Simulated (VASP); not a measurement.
Input of a VASP 6.6.1 run:

Contents of INCAR:

```
PREC = Accurate
ENCUT = 520
EDIFF = 1E-6
ISMEAR = 0
SIGMA = 0.1
LREAL = F
LASPH = T
NELM = 60
ALGO = Normal
ISIF = 2
LWAVE = F
LCHARG = F
LDIPOL = T
IDIPOL = 3
DIPOL = 0.5 0.5 0.331
GGA = PE
NBANDS = 34
```

Contents of KPOINTS:

```
regular mesh
0
Gamma
  6 6 1
```

POSCAR

```
Al12Cl
1.0
    5.7135165838      0.0000000000      0.0000000000
   -2.8567582919      4.9480505065      0.0000000000
    0.0000000000      0.0000000000     20.1013781901
Al Cl
12 1
Direct
    0.3333333334      0.1666666667      0.1989913310
    0.3333333334      0.6666666667      0.1989913310
    0.8333333334      0.1666666667      0.1989913310
    0.8333333333      0.6666666667      0.1989913310
    0.1666666667      0.3333333333      0.3134471574
    0.1666666667      0.8333333333      0.3134471574
    0.6666666667      0.3333333333      0.3134471574
    0.6666666667      0.8333333333      0.3134471574
    0.0000000000      0.0000000000      0.4278999235
    0.0000000000      0.5000000000      0.4278999235
    0.5000000000      0.0000000000      0.4278999235
    0.5000000000      0.5000000000      0.4278999235
    0.0833333334      0.1666666667      0.5356551669
```

Potentials or basis: VASP PAW PBE potentials, release 64 (Al, Cl).

The run is started by

```console
$ cat potpaw_PBE.64/Al/POTCAR potpaw_PBE.64/Cl/POTCAR > POTCAR
$ mpirun -np 1 vasp_std > vasp.out
```

Question: What does it give for the largest force?

Answer: 0.636 eV/Å.

Question: Predict the band gap on the k mesh.

Answer: Zero (an odd number of electrons rules out a gap without spin polarisation).

Forces in eV/Å, atoms in the order of the input:
```
Al   0.090 -0.014 -0.030
Al   0.000  0.069 -0.046
Al  -0.090 -0.014 -0.030
Al   0.000 -0.032 -0.092
Al   0.000  0.067  0.207
Al   0.073 -0.027 -0.018
Al   0.000  0.055 -0.088
Al  -0.073 -0.027 -0.018
Al   0.000 -0.123  0.624
Al  -0.160  0.136 -0.116
Al   0.000 -0.079 -0.272
Al   0.160  0.136 -0.116
Cl   0.000 -0.146 -0.006
```

Caveat: an odd number of electrons without spin polarisation forces a metal; a magnetic or distorted state may lie lower.
